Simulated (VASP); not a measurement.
# CuO in VASP: further runs

Runs on CuO. Level: PBE. Tasks: single point.

All numbers are computed with VASP 6.6.1; they aren't measurements. Logs are shortened: lines on timing, memory, paths and dates and some standing lists are left out, and cuts for length are marked.

## (1) The cell of the first run

The structure is monoclinic, space group Cc (No. 9). Conventional cell: a = 4.689 Å, b = 3.427 Å, c = 5.132 Å, α = 90.00°, β = 99.65°, γ = 90.00°. Cu (site symmetry 1) has 4 O at 1.91 to 2.02 Å within 2.5 Å. O (site symmetry 1) has 4 Cu at 1.91 to 2.02 Å within 2.5 Å.

## (2) Single point, PBE

The input, INCAR:

```
  ALGO = Normal
  EDIFF = 1E-7
  ENCUT = 520
  GGA = PE
  ISIF = 2
  ISMEAR = 0
  LASPH = True
  LCHARG = True
  LELF = True
  LREAL = False
  LVHAR = True
  LWAVE = False
  NBANDS = 25
  NELM = 60
  PREC = Accurate
  SIGMA = 0.01
```

The input, KPOINTS:

```
k-points
0
Gamma
  16 16 8
```

The input, POSCAR:

```
CuO
1.0
    2.3446500000     -1.7134000000      0.0000000000
    2.3446500000      1.7134000000      0.0000000000
   -0.8605500000      0.0000000000      5.0594400000
Cu O
2 2
Direct
    0.0032000000      0.4968000000      0.0000000000
    0.4968000000      0.0032000000      0.5000000000
    0.5714000000      0.4056000000      0.2537000000
    0.4056000000      0.5714000000      0.7537000000
```

Potentials or basis: VASP PAW PBE potentials, release 64 (Cu, O).

Run with:

```console
$ cat potpaw_PBE.64/Cu/POTCAR potpaw_PBE.64/O/POTCAR > POTCAR
$ mpirun -np 1 vasp_std > vasp.out
```

OUTCAR:

```text
EDIFF = 1E-7
   ENCUT = 520
   GGA = PE
   ISIF = 2
   ISMEAR = 0
   LASPH = True
   LREAL = False
   NELM = 60
   PREC = Accurate

 ion  position               nearest neighbor table
   1  0.003  0.497  0.000-   4 1.91   3 1.93   4 1.98   3 2.02
   2  0.497  0.003  0.500-   3 1.91   4 1.93   3 1.98   4 2.02
   3  0.571  0.406  0.254-   2 1.91   1 1.93   2 1.98   1 2.02
   4  0.406  0.571  0.754-   1 1.91   2 1.93   1 1.98   2 2.02

  LATTYP: Found a base centered monoclinic cell.
 ALAT       =     4.6893000000
 B/A-ratio  =     0.7307700510
 C/A-ratio  =     1.0944283424
 COS(beta)  =    -0.1676798048

  Lattice vectors:

 A1 = (   2.3446500000,  -1.7134000000,   0.0000000000)
 A2 = (   2.3446500000,   1.7134000000,   0.0000000000)
 A3 = (  -0.8605500000,   0.0000000000,   5.0594400000)

Analysis of symmetry for initial positions (statically):
=====================================================================
 Subroutine PRICEL returns:
 Original cell was already a primitive cell.

 Routine SETGRP: Setting up the symmetry group for a
 base centered monoclinic supercell.

 Subroutine GETGRP returns: Found  2 space group operations
 (whereof  1 operations were pure point group operations)
 out of a pool of  4 trial point group operations.

The static configuration has the point symmetry C_1 .
 The point group associated with its full space group is C_1h.

Analysis of symmetry for dynamics (positions and initial velocities):
=====================================================================
 Subroutine PRICEL returns:
 Original cell was already a primitive cell.

 Routine SETGRP: Setting up the symmetry group for a
 base centered monoclinic supercell.

 Subroutine GETGRP returns: Found  2 space group operations
 (whereof  1 operations were pure point group operations)
 out of a pool of  4 trial point group operations.

The dynamic configuration has the point symmetry C_1 .
 The point group associated with its full space group is C_1h.

 Subroutine INISYM returns: Found  2 space group operations
 (whereof  1 operations are pure point group operations),
 and found     1 'primitive' translations

----------------------------------------------------------------------------------------

                                     Primitive cell

  volume of cell :      40.6508

[... 91 lines left out ...]
   NELM   =     60;   NELMIN=  2; NELMDL= -5     # of ELM steps
   EDIFF  = 0.1E-06   stopping-criterion for ELM
   LREAL  =      F    real-space projection
   EDIFFG = 0.1E-05   stopping-criterion for IOM
   NSW    =      0    number of steps for IOM
   IBRION =     -1    ionic relax: 0-MD 1-quasi-New 2-CG
   NFREE  =      0    steps in history (QN), initial steepest desc. (CG)
   ISIF   =      2    stress and relaxation
   ISYM   =      2    0-nonsym 1-usesym 2-fastsym
   POTIM  = 0.5000    time-step for ionic-motion
   TEBEG  =    0.0;   TEEND  =   0.0 temperature during run
   PSTRESS=    0.0 pullay stress
   NELECT =      34.0000    total number of electrons
   NUPDOWN=      -1.0000    fix difference up-down
   EMIN   =  10.00;   EMAX   =-10.00  energy-range for DOS
   EFERMI =   0.00;   METHOD = LEGACY
   ISMEAR =     0;   SIGMA  =   0.01  broadening in eV -4-tet -1-fermi 0-gaus
   EFERMI_NEDOS =   21; number of points for ismear=-14 and -15
   IALGO  =     38    algorithm
   IMIX   =      4    mixing-type and parameters
     AMIX     =   0.40;   BMIX     =  1.00
     AMIX_MAG =   1.60;   BMIX_MAG =  1.00
  volume/ion in A,a.u.               =      10.16        68.58
  Fermi-wavevector in a.u.,A,eV,Ry     =   1.542451  2.914810 32.370373  2.379155
  Thomas-Fermi vector in A             =   2.648254
   LORBIT       =      0    0 simple, 1 ext, 2 COOP (PROOUT), +10 PAW based schemes
   GGA     = PE    functional components
   LHFCALC =     F    Hartree Fock is set to
   AEXX    =    0.0000 exact exchange contribution
   IVDW    =     0    specifies the selected vdW correction
   LEPSILON=     F    determine dielectric tensor
   LRPA    =     F    only Hartree local field effects (RPA)
 non-spin polarized calculation
 Gauss-broadening in eV      SIGMA  =   0.01
  energy-cutoff  :      520.00
  volume of cell :       40.65
 maximum number of plane-waves:      1129
 NGX is ok and might be reduce to    24
   NGX = 11   NGY = 11   NGZ = 19

 number of electron      33.9999999 magnetization

 Free energy of the ion-electron system (eV)
  ---------------------------------------------------
  ext. energy  EPLUGINS =         0.00000000
  ---------------------------------------------------
  free energy    TOTEN  =       -19.48037929 eV

  energy without entropy =      -19.48029007  energy(sigma->0) =      -19.48033468

 E-fermi :   5.6813     XC(G=0): -11.8988

 val. band max:        5.6807095793   @ k =  -0.3125   0.0625   0.2500
 cond. band min:       5.6820092524   @ k =   0.2500   0.1875   0.2500
 fundamental gap:      0.0012996731
 Fermi energy:         5.6813019789

 k-point     1 :       0.0000    0.0000    0.0000
  band No.  band energies     occupation
      1     -14.2277      2.00000
      2     -12.9144      2.00000
      3      -2.4364      2.00000
      4       0.1486      2.00000
      5       0.5076      2.00000
      6       2.3003      2.00000
[... 661 lines left out ...]
     24      21.1657      0.00000
     25      22.5394      0.00000

 [... further k-points ...]

------------------------ aborting loop because EDIFF is reached ----------------------------------------

  FORCE on cell =-STRESS in cart. coord.  units (eV):
  Direction    XX          YY          ZZ          XY          YZ          ZX
  --------------------------------------------------------------------------------------
  -------------------------------------------------------------------------------------
  Total        1.5951458      1.7739304      1.4651978      0.0000000      0.0000000     -0.4586270
  in kB       62.8697509     69.9162185     57.7480881      0.0000000      0.0000000    -18.0759415
  external PRESSURE =      63.5113525 kB  Pullay stress =       0.0000000 kB

 VOLUME and BASIS-vectors are now :
 -----------------------------------------------------------------------------
  energy-cutoff  :      520.00
  volume of cell :       40.65
      direct lattice vectors                 reciprocal lattice vectors
     2.344650000 -1.713400000  0.000000000     0.213251445 -0.291817439  0.036271510
     2.344650000  1.713400000  0.000000000     0.213251445  0.291817439  0.036271510
    -0.860550000  0.000000000  5.059440000     0.000000000  0.000000000  0.197650333

 POSITION                                       TOTAL-FORCE (eV/Angst)
 -----------------------------------------------------------------------------------
      1.17233      0.84573      0.00000        -0.649030      0.366231      0.252852
      0.74205     -0.84573      2.52972        -0.649030     -0.366231      0.252852
      2.07240     -0.28408      1.28358         0.649030      0.269422     -0.252852
      1.64213      0.28408      3.81330         0.649030     -0.269422     -0.252852
 -----------------------------------------------------------------------------------
    total drift:                               -0.000125      0.000000     -0.000511

  FREE ENERGIE OF THE ION-ELECTRON SYSTEM (eV)
  ---------------------------------------------------
  free  energy   TOTEN  =       -19.4803792917 eV

  energy  without entropy=      -19.4802900658  energy(sigma->0) =      -19.48033468
```

stdout:

```text
POSCAR found type information on POSCAR CuO
 POSCAR found :  2 types and       4 ions
 scaLAPACK will be used
 LDA part: xc-table for (Slater+PW92), standard interpolation
 POSCAR, INCAR and KPOINTS ok, starting setup
 FFT: planning ... GRIDC
 FFT: planning ... GRID_SOFT
 FFT: planning ... GRID
 WAVECAR not read
 entering main loop
```

Run time: 4.2 min. Hardware: 1 thread of Intel Xeon Platinum 8488C (Sapphire Rapids), shared host; peak memory 0.54 GiB.

Results:

```yaml
Free_energy: -19.4804 eV
Pressure: 6.4 GPa
Largest_force: 0.787 eV/Å
Band_gap_on_the_k_mesh: zero (bands 17 and 18 overlap by 0.72 eV)
```

Forces on the atoms (eV/Å):
```
Cu  -0.649  0.366  0.253
Cu  -0.649 -0.366  0.253
O    0.649  0.269 -0.253
O    0.649 -0.269 -0.253
```

Stress tensor (GPa, compression positive):
```
 6.29  0.00 -1.81
 0.00  6.99  0.00
-1.81  0.00  5.77
```

Caveat: the cell stands under pressure; semilocal functionals often make such compounds metallic where correlation or magnetic order opens a gap, which also shifts bond lengths. With open d or f shells a metallic result of PBE can be an artefact of self-interaction; +U or a hybrid may open a gap.

## (3) Single point, PBE

The input, INCAR:

```
SYSTEM = CuO
PREC     = Accurate       ! precision mode
ENCUT    = 520            ! plane-wave cutoff, eV
EDIFF    = 1E-7           ! SCF threshold, eV
ISMEAR   = 0              ! smearing method
SIGMA    = 0.05           ! smearing width, eV
LREAL    = .FALSE.        ! projectors in reciprocal space
LASPH    = .TRUE.         ! aspherical terms in the spheres
NELM     = 60             ! most SCF steps
ALGO     = Normal         ! electronic algorithm
ISIF     = 2              ! what is computed and relaxed
LWAVE    = .FALSE.        ! write WAVECAR
LCHARG   = .FALSE.        ! write CHGCAR
GGA      = PE             ! functional
NBANDS   = 25             ! bands
```

The input, KPOINTS:

```
regular mesh
0
G
  16 16 8
  0 0 0
```

POSCAR is that of step 2.

Potentials or basis: VASP PAW PBE potentials, release 64 (Cu, O).

Run with:

```console
$ cat potpaw_PBE.64/Cu/POTCAR potpaw_PBE.64/O/POTCAR > POTCAR
$ mpirun -np 1 vasp_std > vasp.out
```

Wall time 4.1 min (1 thread of Intel Xeon Platinum 8488C (Sapphire Rapids), shared host); peak memory 0.54 GiB.

Results (log left out):

* Free energy: -19.4817 eV
* Pressure: 6.4 GPa
* Largest force: 0.788 eV/Å
* Band gap on the k mesh: zero (bands 17 and 18 overlap by 0.72 eV)

Forces on the atoms (eV/Å):
```
Cu  -0.650  0.365  0.254
Cu  -0.650 -0.365  0.254
O    0.650  0.269 -0.254
O    0.650 -0.269 -0.254
```

Stress tensor (GPa, compression positive):
```
 6.28  0.00 -1.81
 0.00  6.97  0.00
-1.81  0.00  5.81
```

Levels at points of the mesh, in eV from the Fermi level:
```csv
k point,band 14,band 15,band 16,band 17,band 18,band 19,band 20,band 21
"(0.00, 0.00, 0.00)",-2.22,-2.14,-1.66,0.21,0.91,1.71,6.05,8.15
"(0.50, 0.00, 0.00)",-1.60,-1.49,-1.40,-0.03,0.29,4.91,6.32,6.95
"(0.50, 0.50, 0.00)",-2.12,-1.68,-1.23,-0.65,1.06,3.39,7.06,8.57
"(0.00, 0.00, 0.50)",-2.23,-1.47,-1.47,0.24,0.24,3.93,3.93,11.69
"(0.50, 0.00, 0.50)",-2.15,-1.74,-1.60,-0.10,0.73,5.15,6.53,8.11
"(0.50, 0.50, 0.50)",-1.66,-1.30,-1.30,-0.42,-0.42,5.24,5.24,9.01
```

Caveat: the cell stands under pressure; semilocal functionals often make such compounds metallic where correlation or magnetic order opens a gap, which also shifts bond lengths.

## (4) Single point, PBE

The input, INCAR:

```
SYSTEM = CuO
ALGO = Normal
EDIFF = 1E-6
ENCUT = 820
GGA = PE
GGA_COMPAT = .FALSE.
ISIF = 2
ISMEAR = 0
LASPH = .TRUE.
LCHARG = .TRUE.
LELF = .TRUE.
LREAL = .FALSE.
LVHAR = .TRUE.
LWAVE = .FALSE.
NBANDS = 33
NELM = 120
PREC = Accurate
SIGMA = 0.1
```

The input, KPOINTS:

```
k-points
0
G
  6 6 4
  0 0 0
```

POSCAR is that of step 3.

Potentials or basis: VASP PAW PBE potentials, release 64 (Cu_sv_GW, O).

Run with:

```console
$ cat potpaw_PBE.64/Cu_sv_GW/POTCAR potpaw_PBE.64/O/POTCAR > POTCAR
$ mpirun -np 1 vasp_std > vasp.out
```

OUTCAR:

```text
SYSTEM = CuO
   EDIFF = 1E-6
   ENCUT = 820
   GGA = PE
   ISIF = 2
   ISMEAR = 0
   LASPH = .TRUE.
   LREAL = .FALSE.
   NELM = 120
   PREC = Accurate

 ion  position               nearest neighbor table
   1  0.003  0.497  0.000-   4 1.91   3 1.93   4 1.98   3 2.02
   2  0.497  0.003  0.500-   3 1.91   4 1.93   3 1.98   4 2.02
   3  0.571  0.406  0.254-   2 1.91   1 1.93   2 1.98   1 2.02
   4  0.406  0.571  0.754-   1 1.91   2 1.93   1 1.98   2 2.02

[... 1067 lines left out ...]
  FORCE on cell =-STRESS in cart. coord.  units (eV):
  Direction    XX          YY          ZZ          XY          YZ          ZX
  --------------------------------------------------------------------------------------
  -------------------------------------------------------------------------------------
  Total        1.1778482      1.4661740      1.0426353      0.0000000      0.0000000     -0.4338151
  in kB       46.4227314     57.7865628     41.0935601      0.0000000      0.0000000    -17.0980290
  external PRESSURE =      48.4342847 kB  Pullay stress =       0.0000000 kB

 VOLUME and BASIS-vectors are now :
 -----------------------------------------------------------------------------
  energy-cutoff  :      820.00
  volume of cell :       40.65
      direct lattice vectors                 reciprocal lattice vectors
     2.344650000 -1.713400000  0.000000000     0.213251445 -0.291817439  0.036271510
     2.344650000  1.713400000  0.000000000     0.213251445  0.291817439  0.036271510
    -0.860550000  0.000000000  5.059440000     0.000000000  0.000000000  0.197650333

 POSITION                                       TOTAL-FORCE (eV/Angst)
 -----------------------------------------------------------------------------------
      1.17233      0.84573      0.00000        -0.621267      0.358391      0.243997
      0.74205     -0.84573      2.52972        -0.621267     -0.358391      0.243997
      2.07240     -0.28408      1.28358         0.621267      0.324282     -0.243997
      1.64213      0.28408      3.81330         0.621267     -0.324282     -0.243997
 -----------------------------------------------------------------------------------
    total drift:                               -0.003597      0.000000      0.000070

  FREE ENERGIE OF THE ION-ELECTRON SYSTEM (eV)
  ---------------------------------------------------
  free  energy   TOTEN  =       -19.6521647736 eV

  energy  without entropy=      -19.6389169380  energy(sigma->0) =      -19.64554086
```

stdout:

```text
POSCAR found type information on POSCAR CuO
 POSCAR found :  2 types and       4 ions
 scaLAPACK will be used
 LDA part: xc-table for (Slater+PW92), standard interpolation
 POSCAR, INCAR and KPOINTS ok, starting setup
 FFT: planning ... GRIDC
 FFT: planning ... GRID_SOFT
 FFT: planning ... GRID
 WAVECAR not read
 entering main loop
```

Wall time 88 s (1 thread of AMD EPYC 9R45 (Zen 5), shared host); peak memory 0.24 GiB.

What came out:

* Free energy: -19.6522 eV
* Pressure: 4.8 GPa
* Largest force: 0.758 eV/Å
* Band gap on the k mesh: zero (bands 25 and 26 overlap by 0.65 eV)

Forces in eV/Å, atoms in the order of the input:
```
Cu  -0.621  0.358  0.244
Cu  -0.621 -0.358  0.244
O    0.621  0.324 -0.244
O    0.621 -0.324 -0.244
```

Stress tensor (GPa, compression positive):
```
 4.64  0.00 -1.71
 0.00  5.78  0.00
-1.71  0.00  4.11
```

Caveat: the k points lie up to 0.38 Å⁻¹ apart, too coarse for converged energies and pressures of a metal; semilocal functionals often make such compounds metallic where correlation or magnetic order opens a gap, which also shifts bond lengths.

[end of part 1 of 2]
